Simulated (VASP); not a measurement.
# Ca: single point with PBEsol

Ca:

```
Ca
1.0
     3.59736    0.00000    0.00000
     0.00000    3.59736    0.00000
     0.00000    0.00000    3.59736
Ca
1
Direct
  0.00000 0.00000 0.00000
```

```yaml
Program: VASP 6.6.1
Task: single point
Functional: PBEsol
Potentials_or_basis: VASP PAW PBE potentials, release 64 (Ca_sv)
Cutoff: 520 eV
k_mesh: 10 × 10 × 10
Occupations: gaussian, width 0.1 eV
Spin: collinear spin, ferromagnetic start
Starting_moments: "[1.0] μB"
Dipole_correction: no
Further_INCAR_settings: ALGO = Fast; EDIFF = 1e-06; NBANDS = 15
```

```json
{"Pressure": "-1.2 GPa", "Band gap on the k mesh": "zero (filled and empty bands overlap)", "Net moment": "0.00 μB per cell", "Valence electrons inside the program's atomic spheres": "Ca 8.08"}
```

Levels at points of the mesh, in eV from the Fermi level:
Spin up:
| k point | band 1 | band 2 | band 3 | band 4 | band 5 | band 6 | band 7 | band 8 | band 9 | band 10 |
| --- | --- | --- | --- | --- | --- | --- | --- | --- | --- | --- |
| (0.00, 0.00, 0.00) | -42.19 | -23.17 | -23.17 | -23.17 | -3.76 | 0.80 | 0.80 | 3.83 | 3.83 | 3.83 |
| (0.50, 0.00, 0.00) | -42.18 | -23.34 | -23.16 | -23.16 | -1.26 | -0.54 | 1.26 | 2.71 | 2.71 | 3.93 |
| (0.50, 0.50, 0.00) | -42.16 | -23.32 | -23.32 | -23.14 | -0.28 | 0.78 | 2.10 | 2.10 | 2.97 | 2.97 |
| (0.50, 0.50, 0.50) | -42.15 | -23.30 | -23.30 | -23.30 | 0.70 | 0.70 | 0.70 | 4.52 | 4.52 | 4.97 |
Spin down:
| k point | band 1 | band 2 | band 3 | band 4 | band 5 | band 6 | band 7 | band 8 | band 9 | band 10 |
| --- | --- | --- | --- | --- | --- | --- | --- | --- | --- | --- |
| (0.00, 0.00, 0.00) | -42.19 | -23.17 | -23.17 | -23.17 | -3.76 | 0.80 | 0.80 | 3.83 | 3.83 | 3.83 |
| (0.50, 0.00, 0.00) | -42.18 | -23.34 | -23.16 | -23.16 | -1.26 | -0.54 | 1.26 | 2.71 | 2.71 | 3.93 |
| (0.50, 0.50, 0.00) | -42.16 | -23.32 | -23.32 | -23.14 | -0.28 | 0.77 | 2.10 | 2.10 | 2.97 | 2.97 |
| (0.50, 0.50, 0.50) | -42.15 | -23.30 | -23.30 | -23.30 | 0.70 | 0.70 | 0.70 | 4.52 | 4.52 | 4.97 |

It took 40 s on 1 thread of Intel(R) Xeon(R) Platinum 8488C (Sapphire Rapids), on a shared host, peak memory 0.19 GiB.

Caveat: the PAW data sets were made with another functional, which shifts forces and pressure a little.
